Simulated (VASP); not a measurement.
Runs of VASP 6.6.1 on TaRu2. The structure is that of space group P6/mmm (No. 191), or close to it. The cells are those of the table. 

```csv
task,spin,cell,k mesh,cutoff (eV),gap on the mesh (eV),pressure (GPa),relaxed volume (Å³/atom)
single point,off,"a = 4.612, b = 4.612, c = 2.717 Å, angles 90.0, 90.0, 120.0°, 3 atoms",6 × 6 × 4,520,none,0.1,-
relaxation of cell and atoms,off,"relaxed from a = 4.612, b = 4.612, c = 2.717 Å, angles 90.0, 90.0, 120.0°, 3 atoms",6 × 6 × 6,600,-,0.0,16.64
single point,off,"a = 4.642, b = 4.642, c = 2.665 Å, angles 90.0, 90.0, 120.0°, 3 atoms",12 × 12 × 18,520,none,0.1,-
relaxation of cell and atoms,off,"relaxed from a = 3.579, b = 3.579, c = 4.173 Å, angles 90.0, 90.0, 120.0°, 3 atoms",6 × 6 × 4,600,none,0.1,(a)
single point,off,"a = 4.631, b = 4.631, c = 2.684 Å, angles 90.0, 90.0, 120.0°, 3 atoms",6 × 6 × 6,520,none,0.3,-
single point,off,"a = 3.579, b = 3.579, c = 4.173 Å, angles 90.0, 90.0, 120.0°, 3 atoms",6 × 6 × 4,520,none,264.7,-
single point,"collinear, ferromagnetic start","a = 4.631, b = 4.631, c = 2.684 Å, angles 90.0, 90.0, 120.0°, 3 atoms",6 × 6 × 6,520,none,0.3,-
relaxation of cell and atoms,off,"relaxed from a = 4.631, b = 4.631, c = 2.684 Å, angles 90.0, 90.0, 120.0°, 3 atoms",12 × 12 × 18,600,-,0.0,16.59
```

Alike in all rows: level PBE; potentials or basis VASP PAW PBE potentials, release 64 (Ta_pv, Ru_pv); smearing gaussian 0.1 eV.

Fill in the values left out.

(a) 16.67.

Caveats: some runs use coarse meshes; spin-orbit coupling is left out, which moves the levels of the heavy elements; the bands computed are all filled at some k points, so no gap is given (some runs).

A k mesh can miss the band edges, and the runs leave out spin-orbit coupling on Ru, Ta.

A gap of «none» marks levels without a gap at the run's occupations.
